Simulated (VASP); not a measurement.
# TiO2 in VASP: notebook, part 2 of 2

VASP 6.6.1. The steps go on from the part before.

### Step 5. Single point, PBEsol

INCAR reads:

```
SYSTEM = TiO2
ALGO = Normal ; EDIFF = 1E-6
ENCUT = 520 ; GGA = PS
ISIF = 2 ; ISMEAR = -1
LASPH = .TRUE. ; LCHARG = .TRUE.
LELF = .TRUE. ; LREAL = .FALSE.
LVHAR = .TRUE. ; LWAVE = .FALSE.
NBANDS = 19 ; NELM = 100
PREC = Accurate ; SIGMA = 0.05
```

KPOINTS reads:

```
k-points
0
G
  6 6 6
  0 0 0
```

POSCAR reads:

```
TiO2
1.0
    1.4973312015      0.8644845722      6.9815443949
   -1.4973312015      0.8644845722      6.9815443949
    0.0000000000     -1.7289691445      6.9815443949
Ti O
1 2
Direct
    0.0000000000      0.0000000000      0.0000000000
    0.3795330000      0.3795330000      0.3795330000
    0.6204670000      0.6204670000      0.6204670000
```

Potentials or basis: VASP PAW PBE potentials, release 64 (Ti_sv, O).

On the command line:

```sh
$ cat potpaw_PBE.64/Ti_sv/POTCAR potpaw_PBE.64/O/POTCAR > POTCAR
$ mpirun -np 1 vasp_std > vasp.out
```

OUTCAR:

```text
SYSTEM = TiO2
   EDIFF = 1E-6
   ENCUT = 520
   GGA = PS
   ISIF = 2
   ISMEAR = -1
   LASPH = .TRUE.
   LREAL = .FALSE.
   NELM = 100
   PREC = Accurate

 ion  position               nearest neighbor table
   1  0.000  0.000  0.000-   3 1.98   2 1.98   3 1.98   3 1.98   2 1.98   2 1.98
   2  0.380  0.380  0.380-   1 1.98   1 1.98   1 1.98
   3  0.620  0.620  0.620-   1 1.98   1 1.98   1 1.98

  LATTYP: Found a trigonal (rhomboedric) cell.
 ALAT       =     7.1924471802
 COS(alpha) =     0.9133213014

  Lattice vectors:

 A1 = (   1.4973312015,   0.8644845722,   6.9815443949)
[... 699 lines left out ...]
      6     -17.0498      2.00000
[... 11 lines left out ...]
     18      10.2121      0.00000
     19      11.8424      0.00000

 [... further k-points ...]
[... 5 lines left out ...]
  --------------------------------------------------------------------------------------
  -------------------------------------------------------------------------------------
  Total       -1.5641177     -1.5641177     -0.7978342      0.0000000      0.0000000      0.0000000
  in kB      -46.2170408    -46.2170408    -23.5746559      0.0000000      0.0000000      0.0000000
  external PRESSURE =     -38.6695792 kB  Pullay stress =       0.0000000 kB

 VOLUME and BASIS-vectors are now :
 -----------------------------------------------------------------------------
  energy-cutoff  :      520.00
  volume of cell :       54.22
      direct lattice vectors                 reciprocal lattice vectors
     1.497331201  0.864484572  6.981544395     0.333927457  0.192793107  0.047744928
    -1.497331201  0.864484572  6.981544395    -0.333927457  0.192793107  0.047744928
     0.000000000 -1.728969144  6.981544395     0.000000000 -0.385586214  0.047744928

 POSITION                                       TOTAL-FORCE (eV/Angst)
 -----------------------------------------------------------------------------------
      0.00000      0.00000      0.00000         0.000000     -0.000000      0.000000
      0.00000     -0.00000      7.94918         0.000000      0.000000     -0.386648
      0.00000     -0.00000     12.99545         0.000000     -0.000000      0.386648
 -----------------------------------------------------------------------------------
    total drift:                                0.000000     -0.000000     -0.000000

  FREE ENERGIE OF THE ION-ELECTRON SYSTEM (eV)
  ---------------------------------------------------
  free  energy   TOTEN  =       -27.6301499242 eV

  energy  without entropy=      -27.6301499241  energy(sigma->0) =      -27.63014992
```

OSZICAR:

```text
N       E                     dE             d eps       ncg     rms          rms(c)
DAV:   1     0.268323000802E+03    0.26832E+03   -0.12527E+04  1216   0.130E+03
DAV:   2    -0.808868003413E+01   -0.27641E+03   -0.26382E+03  1436   0.376E+02
DAV:   3    -0.342476112323E+02   -0.26159E+02   -0.25973E+02  1402   0.127E+02
DAV:   4    -0.355582714576E+02   -0.13107E+01   -0.13085E+01  1877   0.248E+01
DAV:   5    -0.355824936126E+02   -0.24222E-01   -0.24218E-01  1401   0.325E+00    0.217E+01
DAV:   6    -0.284690798997E+02    0.71134E+01   -0.40784E+01  1448   0.747E+01    0.963E+00
DAV:   7    -0.278375312976E+02    0.63155E+00   -0.11083E+01  1358   0.299E+01    0.699E+00
DAV:   8    -0.276560434590E+02    0.18149E+00   -0.16913E+00  1240   0.150E+01    0.190E+00
DAV:   9    -0.276640525320E+02   -0.80091E-02   -0.14915E-01  1519   0.314E+00    0.180E+00
DAV:  10    -0.276324781841E+02    0.31574E-01   -0.81518E-02  1294   0.327E+00    0.717E-01
DAV:  11    -0.276299515176E+02    0.25267E-02   -0.20870E-02  1382   0.158E+00    0.137E-01
DAV:  12    -0.276302675957E+02   -0.31608E-03   -0.39138E-03  1225   0.826E-01    0.158E-01
DAV:  13    -0.276301732332E+02    0.94362E-04   -0.77945E-04  1216   0.254E-01    0.324E-02
DAV:  14    -0.276301663413E+02    0.68918E-05   -0.11092E-04  1457   0.103E-01    0.424E-02
DAV:  15    -0.276301504928E+02    0.15849E-04   -0.91615E-05  1231   0.115E-01    0.818E-03
DAV:  16    -0.276301499242E+02    0.56859E-06   -0.62969E-06  1407   0.268E-02
   1 F= -.27630150E+02 E0= -.27630150E+02  d E =-.580478E-10
```

stdout:

```text
POSCAR found type information on POSCAR TiO
 POSCAR found :  2 types and       3 ions
 scaLAPACK will be used
 -----------------------------------------------------------------------------
|                                                                             |
|                                                                             |
|     You enforced a specific xc type in the INCAR file but a different       |
|     I HOPE YOU KNOW WHAT YOU ARE DOING!                                     |
|                                                                             |
 -----------------------------------------------------------------------------

 LDA part: xc-table for (Slater+PW92), standard interpolation
 POSCAR, INCAR and KPOINTS ok, starting setup
 FFT: planning ... GRIDC
 FFT: planning ... GRID_SOFT
 FFT: planning ... GRID
 WAVECAR not read
 entering main loop
```

Wall time 4.5 min (1 thread of Intel Xeon 8259CL, shared host); peak memory 0.39 GiB.

Results:

| Property | Result |
| --- | --- |
| Free energy | -27.6301 eV |
| Pressure | -3.9 GPa |
| Largest force | 0.387 eV/Å |
| Band gap on the k mesh | 2.65 eV (least direct gap 2.83 eV) |

Forces on the atoms (eV/Å):
```
Ti   0.000  0.000  0.000
O    0.000  0.000 -0.387
O    0.000  0.000  0.387
```

Caveat: the cell stands under tension; the PAW data sets were made with another functional, which shifts forces and pressure a little.

### Step 6. Overview

```tsv
level	cell	k mesh	gap on the mesh (eV)	pressure (GPa)	largest force (eV/Å)
PBE	a = 7.192 Å, angles 24.0°, 3 atoms, atomic positions A	10 × 10 × 10	2.68	0.6	1.46
r2SCAN	a = 7.240 Å, angles 24.0°, 3 atoms, atomic positions B	10 × 10 × 10	3.02	-5.0	0.64
r2SCAN	a = 7.334 Å, angles 24.0°, 3 atoms, atomic positions B	10 × 10 × 10	2.89	-9.2	1.14
PBEsol	a = 7.192 Å, angles 24.0°, 3 atoms, atomic positions B	6 × 6 × 6	2.65	-3.9	0.39
```

Alike in all rows: task single point; potentials or basis VASP PAW PBE potentials, release 64 (Ti_sv, O); no spin polarisation; cutoff (eV) 520; smearing fermi-dirac 0.05 eV.

Caveats: the cell stands under tension (at least some runs); the PAW data sets were made with another functional, which shifts forces and pressure a little (at least some runs); forces of over 1 eV/Å act on the atoms, so gaps and moduli don't describe the material at rest (at least some runs).

Total energies depend on the potentials used, so only differences within one code and one set of settings carry meaning.
